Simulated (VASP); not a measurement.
Set up this calculation in VASP 6.6.1, as the native input.

- Task: single point
- Functional: r2SCAN
- Potentials or basis: VASP PAW PBE potentials, release 64 (Ta_pv)
- Cutoff: 520 eV
- k mesh: 11 × 11 × 11
- Occupations: fermi-dirac, width 0.05 eV
- Spin: no spin polarisation
- Dipole correction: no
- Further INCAR settings: ALGO = Normal; EDIFF = 1e-06; NBANDS = 12

Ta:

```xyz
1
Lattice="-1.6837 1.6837 1.6837 1.6837 -1.6837 1.6837 1.6837 1.6837 -1.6837" Properties=species:S:1:pos:R:3 pbc="T T T"
Ta    0.0000    0.0000    0.0000
```

The input as run:

POSCAR

```
Ta
1.0
   -1.6836662614      1.6836662614      1.6836662614
    1.6836662614     -1.6836662614      1.6836662614
    1.6836662614      1.6836662614     -1.6836662614
Ta
1
Direct
    0.0000000000      0.0000000000      0.0000000000
```

INCAR.step1

```
SYSTEM = Ta
PREC = Accurate ; ENCUT = 520
ISMEAR = -1 ; SIGMA = 0.05
LREAL = .False. ; LASPH = .True.
NELM = 80 ; NBANDS = 12
GGA = PE ; ALGO = Normal
EDIFF = 1E-4 ; LWAVE = .True.
LCHARG = .False.
```

INCAR.step2

```
SYSTEM = Ta
PREC = Accurate ; ENCUT = 520
EDIFF = 1E-6 ; ISMEAR = -1
SIGMA = 0.05 ; LREAL = .False.
LASPH = .True. ; NELM = 80
ALGO = Normal ; ISIF = 2
LWAVE = .False. ; LCHARG = .False.
METAGGA = R2SCAN ; LMIXTAU = .True.
NBANDS = 12 ; ISTART = 1
```

KPOINTS

```
Automatic mesh
0
Gamma
  11 11 11
  0 0 0
```

Potentials or basis: VASP PAW PBE potentials, release 64 (Ta_pv).

Run with:

```bash
$ cat potpaw_PBE.64/Ta_pv/POTCAR > POTCAR
$ cp INCAR.step1 INCAR
$ mpirun -np 1 vasp_std > vasp.out
$ cp INCAR.step2 INCAR
$ mpirun -np 1 vasp_std > vasp.out
```

Results of the run:

| Item | Value |
| --- | --- |
| Pressure | -10.0 GPa |

Caveat: the PAW data sets were made with another functional, which shifts forces and pressure a little.

It took 38 s on 1 thread of Intel(R) Xeon(R) Platinum 8488C (Sapphire Rapids), on a shared host, peak memory 0.15 GiB.
